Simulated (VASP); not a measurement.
# K (Im-3m) in VASP: further runs

K is run at these levels: HSE06; tasks: single point.

All numbers are computed with VASP 6.6.1; they aren't measurements. Logs are shortened: lines on timing, memory, paths and dates and some standing lists are left out, and cuts for length are marked.

**1. The cell of the first run**

Symmetry: Im-3m, No. 229, cubic system. The conventional cell has a = 5.395 Å, b = 5.395 Å, c = 5.395 Å, α = 90.00°, β = 90.00°, γ = 90.00°.

**2. Single point, HSE06**

POSCAR

```
K
1.0
   -2.6975585167      2.6975585167      2.6975585167
    2.6975585167     -2.6975585167      2.6975585167
    2.6975585167      2.6975585167     -2.6975585167
K
1
Direct
    0.0000000000      0.0000000000      0.0000000000
```

INCAR.step1

```
PREC = Accurate
ENCUT = 400
EDIFF = 1E-5
ISMEAR = 0
SIGMA = 0.05
LREAL = False
LASPH = True
NELM = 120
ALGO = Normal
ISIF = 2
LWAVE = True
GGA = PE
NBANDS = 10
GGA_COMPAT = False
```

INCAR.step2

```
PREC = Accurate
ENCUT = 400
EDIFF = 1E-6
ISMEAR = 0
SIGMA = 0.05
LREAL = False
LASPH = True
NELM = 120
ALGO = Normal
ISIF = 2
LWAVE = False
LCHARG = True
GGA = PE
LHFCALC = True
HFSCREEN = 0.2079
PRECFOCK = Normal
LELF = True
LVHAR = True
ISTART = 1
NBANDS = 10
GGA_COMPAT = False
```

KPOINTS

```
Automatic mesh
0
Gamma
  5 5 5
```

Potentials or basis: VASP PAW PBE potentials, release 64 (K_sv).

Launch:

```bash
$ cat potpaw_PBE.64/K_sv/POTCAR > POTCAR
$ cp INCAR.step1 INCAR
$ mpirun -np 1 vasp_std > vasp.out
$ cp INCAR.step2 INCAR
$ mpirun -np 1 vasp_std > vasp.out
```

OUTCAR:

```text
PREC = Accurate
   ENCUT = 400
   EDIFF = 1E-6
   ISMEAR = 0
   LREAL = False
   LASPH = True
   NELM = 120
   ISIF = 2
   GGA = PE
   LHFCALC = True
   HFSCREEN = 0.2079
   PRECFOCK = Normal
   ISTART = 1

 ion  position               nearest neighbor table
   1  0.000  0.000  0.000-

  LATTYP: Found a body centered cubic cell.
 ALAT       =     5.3951170334

  Lattice vectors:

 A1 = (  -2.6975585167,   2.6975585167,   2.6975585167)
 A2 = (   2.6975585167,  -2.6975585167,   2.6975585167)
 A3 = (   2.6975585167,   2.6975585167,  -2.6975585167)

Analysis of symmetry for initial positions (statically):
=====================================================================
 Subroutine PRICEL returns:
 Original cell was already a primitive cell.

 Routine SETGRP: Setting up the symmetry group for a
 body centered cubic supercell.

 Subroutine GETGRP returns: Found 48 space group operations
 (whereof 48 operations were pure point group operations)
 out of a pool of 48 trial point group operations.

The static configuration has the point symmetry O_h .

Analysis of symmetry for dynamics (positions and initial velocities):
=====================================================================
 Subroutine PRICEL returns:
 Original cell was already a primitive cell.

 Routine SETGRP: Setting up the symmetry group for a
 body centered cubic supercell.

 Subroutine GETGRP returns: Found 48 space group operations
 (whereof 48 operations were pure point group operations)
 out of a pool of 48 trial point group operations.

The dynamic configuration has the point symmetry O_h .

 Subroutine INISYM returns: Found 48 space group operations
 (whereof 48 operations are pure point group operations),
 and found     1 'primitive' translations

----------------------------------------------------------------------------------------

                                     Primitive cell

  volume of cell :      78.5186

  direct lattice vectors                    reciprocal lattice vectors
    -2.697558517  2.697558517  2.697558517     0.000000000  0.185352791  0.185352791
     2.697558517 -2.697558517  2.697558517     0.185352791  0.000000000  0.185352791
     2.697558517  2.697558517 -2.697558517     0.185352791  0.185352791  0.000000000

  length of vectors
     4.672308407  4.672308407  4.672308407     0.262128431  0.262128431  0.262128431

  position of ions in fractional coordinates (direct lattice)
     0.000000000  0.000000000  0.000000000

  ion indices of the primitive-cell ions
   primitive index   ion index
                 1           1

----------------------------------------------------------------------------------------

 KPOINTS: Automatic mesh

Automatic generation of k-mesh.
 Grid dimensions read from file:
 generate k-points for:    5    5    5

 Generating k-lattice:

  Cartesian coordinates                     Fractional coordinates (reciprocal lattice)
     0.000000000  0.037070558  0.037070558     0.200000000  0.000000000  0.000000000
     0.037070558  0.000000000  0.037070558     0.000000000  0.200000000  0.000000000
     0.037070558  0.037070558  0.000000000     0.000000000  0.000000000  0.200000000

  Length of vectors
     0.052425686  0.052425686  0.052425686

  Shift w.r.t. Gamma in fractional coordinates (k-lattice)
     0.000000000  0.000000000  0.000000000

 Subroutine IBZKPT returns following result:
 ===========================================

 Found     10 irreducible k-points:

 Following reciprocal coordinates:
            Coordinates               Weight
  0.000000  0.000000  0.000000      1.000000
  0.200000  0.000000  0.000000     12.000000
  0.400000  0.000000  0.000000     12.000000
  0.200000  0.200000  0.000000     24.000000
  0.400000  0.200000  0.000000     24.000000
  0.200000  0.200000  0.200000      8.000000
 -0.200000  0.200000  0.200000      6.000000
 -0.400000  0.400000  0.200000     24.000000
 -0.400000 -0.400000  0.200000      8.000000
 -0.400000  0.400000  0.400000      6.000000
   k-points           NKPTS =     10   k-points in BZ     NKDIM =    125   number of bands    NBANDS=     10
   number of dos      NEDOS =    301   number of ions     NIONS =      1
   total plane-waves  NPLWV =  27000
   dimension x,y,z NGX =    30 NGY =   30 NGZ =   30
   dimension x,y,z NGXF=    60 NGYF=   60 NGZF=   60
   ions per type =               1
   NGX,Y,Z   is equivalent  to a cutoff of  10.67, 10.67, 10.67 a.u.
   NGXF,Y,Z  is equivalent  to a cutoff of  21.35, 21.35, 21.35 a.u.
 SYSTEM =  unknown system
   PREC   = accura    normal or accurate (medium, high low for compatibility)
   ISTART =      1    job   : 0-new  1-cont  2-samecut
   ICHARG =      0    charge: 1-file 2-atom 10-const
   ISPIN  =      1    spin polarized calculation?
   LNONCOLLINEAR =      F non collinear calculations
   LSORBIT =      F    spin-orbit coupling
   LASPH  =      T    aspherical Exc in radial PAW
   ENCUT  =  400.0 eV  29.40 Ry    5.42 a.u.   7.62  7.62  7.62*2*pi/ulx,y,z
   NELM   =    120;   NELMIN=  2; NELMDL=  0     # of ELM steps
   EDIFF  = 0.1E-05   stopping-criterion for ELM
   LREAL  =      F    real-space projection
   EDIFFG = 0.1E-04   stopping-criterion for IOM
   NSW    =      0    number of steps for IOM
   IBRION =     -1    ionic relax: 0-MD 1-quasi-New 2-CG
   NFREE  =      0    steps in history (QN), initial steepest desc. (CG)
   ISIF   =      2    stress and relaxation
   ISYM   =      3    0-nonsym 1-usesym 2-fastsym
   POTIM  = 0.5000    time-step for ionic-motion
   TEBEG  =    0.0;   TEEND  =   0.0 temperature during run
   PSTRESS=    0.0 pullay stress
   NELECT =       9.0000    total number of electrons
   NUPDOWN=      -1.0000    fix difference up-down
   EMIN   =  10.00;   EMAX   =-10.00  energy-range for DOS
   EFERMI =   0.00;   METHOD = LEGACY
   ISMEAR =     0;   SIGMA  =   0.05  broadening in eV -4-tet -1-fermi 0-gaus
   EFERMI_NEDOS =   21; number of points for ismear=-14 and -15
   IALGO  =     38    algorithm
   IMIX   =      1    mixing-type and parameters
     AMIX     =   0.40;   BMIX     =  1.00
     AMIX_MAG =   1.60;   BMIX_MAG =  1.00
  volume/ion in A,a.u.               =      78.52       529.87
  Fermi-wavevector in a.u.,A,eV,Ry     =   0.795240  1.502785  8.604411  0.632406
  Thomas-Fermi vector in A             =   1.901529
   LORBIT       =      0    0 simple, 1 ext, 2 COOP (PROOUT), +10 PAW based schemes
   GGA     = PE    functional components
   LHFCALC =     T    Hartree Fock is set to
   PRECFOCK=normal    Normal, Fast or Accurate (Low or Medium for compatibility)
   ENCUT4O =  -1.0   cutoff for four orbital integrals eV
   NKREDX  =     1    reduce k-point grid by
   NKREDY  =     1    reduce k-point grid by
   NKREDZ  =     1    reduce k-point grid by
   AEXX    =    0.2500 exact exchange contribution
   HFSCREEN=    0.2079 screening length (either q_TF or 0.3 A-1)
   HFSCREENC=   0.2079 screening length for correlation (either q_TF or 0.3 A-1)
   ENCUTFOCK=  -1.0 apply spherical cutoff to Coloumb kernel
   IVDW    =     0    specifies the selected vdW correction
   LEPSILON=     F    determine dielectric tensor
   LRPA    =     F    only Hartree local field effects (RPA)
 non-spin polarized calculation
 Gauss-broadening in eV      SIGMA  =   0.05
  energy-cutoff  :      400.00
  volume of cell :       78.52
 maximum number of plane-waves:      1437
  NGX = 24; NGY = 24; NGZ = 24

 number of electron       9.0000003 magnetization

 Free energy of the ion-electron system (eV)
  ---------------------------------------------------
  ext. energy  EPLUGINS =         0.00000000
  ---------------------------------------------------
  free energy    TOTEN  =        -1.10851157 eV

  energy without entropy =       -1.10370518  energy(sigma->0) =       -1.10610837

 E-fermi :  -0.1435     XC(G=0):  -4.7403

 val. band max:       -0.5822015067   @ k =   0.4000   0.0000   0.0000
 cond. band min:      -0.1262371072   @ k =  -0.4000   0.4000   0.2000
 fundamental gap:      0.4559643995
 Fermi energy:        -0.1435179629

 k-point     1 :       0.0000    0.0000    0.0000
  band No.  band energies     occupation
      1     -35.4411      2.00000
      2     -17.5295      2.00000
      3     -17.5295      2.00000
      4     -17.5295      2.00000
      5      -2.6453      2.00000
      6       4.6124      0.00000
      7       4.6124      0.00000
      8       4.6124      0.00000
      9       5.5330      0.00000
     10       5.5330      0.00000

 k-point     2 :       0.2000    0.0000    0.0000
  band No.  band energies     occupation
      1     -35.4401      2.00000
      2     -17.5486      2.00000
      3     -17.5357      2.00000
      4     -17.5294      2.00000
      5      -2.0906      2.00000
      6       3.5253      0.00000
      7       4.0509      0.00000
      8       4.9671      0.00000
      9       5.2916      0.00000
     10       5.3996      0.00000

 k-point     3 :       0.4000    0.0000    0.0000
  band No.  band energies     occupation
      1     -35.4384      2.00000
      2     -17.5786      2.00000
      3     -17.5457      2.00000
      4     -17.5292      2.00000
      5      -0.5822      2.00000
      6       1.4560      0.00000
      7       3.4612      0.00000
      8       5.1987      0.00000
      9       5.5919      0.00000
     10       5.9230      0.00000

 k-point     4 :       0.2000    0.2000    0.0000
  band No.  band energies     occupation
      1     -35.4387      2.00000
      2     -17.5686      2.00000
      3     -17.5439      2.00000
      4     -17.5334      2.00000
      5      -1.0565      2.00000
      6       2.4773      0.00000
      7       2.9976      0.00000
      8       5.0419      0.00000
      9       5.1912      0.00000
     10       6.0463      0.00000

 k-point     5 :       0.4000    0.2000    0.0000
  band No.  band energies     occupation
      1     -35.4379      2.00000
      2     -17.5767      2.00000
      3     -17.5543      2.00000
      4     -17.5344      2.00000
      5       0.6979      0.00000
      6       0.7202      0.00000
      7       2.4986      0.00000
      8       4.6234      0.00000
      9       5.6456      0.00000
     10       5.9807      0.00000

 k-point     6 :       0.2000    0.2000    0.2000
  band No.  band energies     occupation
      1     -35.4381      2.00000
      2     -17.5696      2.00000
      3     -17.5466      2.00000
      4     -17.5466      2.00000
      5       0.3088      0.00000
      6       1.8863      0.00000
      7       1.8863      0.00000
      8       3.5060      0.00000
      9       6.1703      0.00000
     10       6.1703      0.00000

 k-point     7 :      -0.2000    0.2000    0.2000
  band No.  band energies     occupation
      1     -35.4391      2.00000
      2     -17.5509      2.00000
      3     -17.5422      2.00000
      4     -17.5422      2.00000
      5      -1.5602      2.00000
      6       3.5078      0.00000
      7       3.8057      0.00000
      8       3.8057      0.00000
      9       5.2100      0.00000
     10       5.9748      0.00000

 k-point     8 :      -0.4000    0.4000    0.2000
  band No.  band energies     occupation
      1     -35.4376      2.00000
      2     -17.5739      2.00000
      3     -17.5528      2.00000
      4     -17.5431      2.00000
      5      -0.1262      0.62500
      6       1.7655      0.00000
      7       3.4297      0.00000
      8       3.6719      0.00000
      9       5.2042      0.00000
     10       6.0704      0.00000

 k-point     9 :      -0.4000   -0.4000    0.2000
  band No.  band energies     occupation
      1     -35.4369      2.00000
      2     -17.5689      2.00000
      3     -17.5689      2.00000
      4     -17.5464      2.00000
      5       1.2661      0.00000
      6       1.2661      0.00000
      7       2.0231      0.00000
      8       4.5341      0.00000
      9       4.5341      0.00000
     10       5.8398      0.00000

 k-point    10 :      -0.4000    0.4000    0.4000
  band No.  band energies     occupation
      1     -35.4362      2.00000
      2     -17.5674      2.00000
      3     -17.5642      2.00000
      4     -17.5642      2.00000
      5       1.0133      0.00000
      6       1.9655      0.00000
      7       3.3587      0.00000
      8       3.3587      0.00000
      9       3.5575      0.00000
     10       6.2396      0.00000

------------------------ aborting loop because EDIFF is reached ----------------------------------------

  FORCE on cell =-STRESS in cart. coord.  units (eV):
  Direction    XX          YY          ZZ          XY          YZ          ZX
  --------------------------------------------------------------------------------------
  -------------------------------------------------------------------------------------
  Total       -0.0593563     -0.0593563     -0.0593563      0.0000000      0.0000000      0.0000000
  in kB       -1.2111689     -1.2111689     -1.2111689      0.0000000      0.0000000      0.0000000
  external PRESSURE =      -1.2111689 kB  Pullay stress =       0.0000000 kB

 VOLUME and BASIS-vectors are now :
 -----------------------------------------------------------------------------
  energy-cutoff  :      400.00
  volume of cell :       78.52
      direct lattice vectors                 reciprocal lattice vectors
    -2.697558517  2.697558517  2.697558517     0.000000000  0.185352791  0.185352791
     2.697558517 -2.697558517  2.697558517     0.185352791  0.000000000  0.185352791
     2.697558517  2.697558517 -2.697558517     0.185352791  0.185352791  0.000000000

 POSITION                                       TOTAL-FORCE (eV/Angst)
 -----------------------------------------------------------------------------------
      0.00000      0.00000      0.00000        -0.000000      0.000000      0.000000
 -----------------------------------------------------------------------------------
    total drift:                                0.000000     -0.000000      0.000000

  FREE ENERGIE OF THE ION-ELECTRON SYSTEM (eV)
  ---------------------------------------------------
  free  energy   TOTEN  =        -1.1085115694 eV

  energy  without entropy=       -1.1037051761  energy(sigma->0) =       -1.10610837
```

Run time: 90 s. Hardware: 1 thread of Intel Xeon 6975P-C (Granite Rapids), shared host; peak memory 0.26 GiB.

Results:

```yaml
Free_energy: -1.1085 eV
Pressure: -0.1 GPa
Band_gap_on_the_k_mesh: zero (an odd number of electrons rules out a gap without spin polarisation)
```

Levels at points of the mesh, in eV from the Fermi level:
```tsv
k point	band 1	band 2	band 3	band 4	band 5	band 6	band 7	band 8
(0.00, 0.00, 0.00)	-35.30	-17.39	-17.39	-17.39	-2.50	4.76	4.76	4.76
```

Caveat: the PAW data sets were made with another functional, which shifts forces and pressure a little.

(Continued in part 2 of 2.)
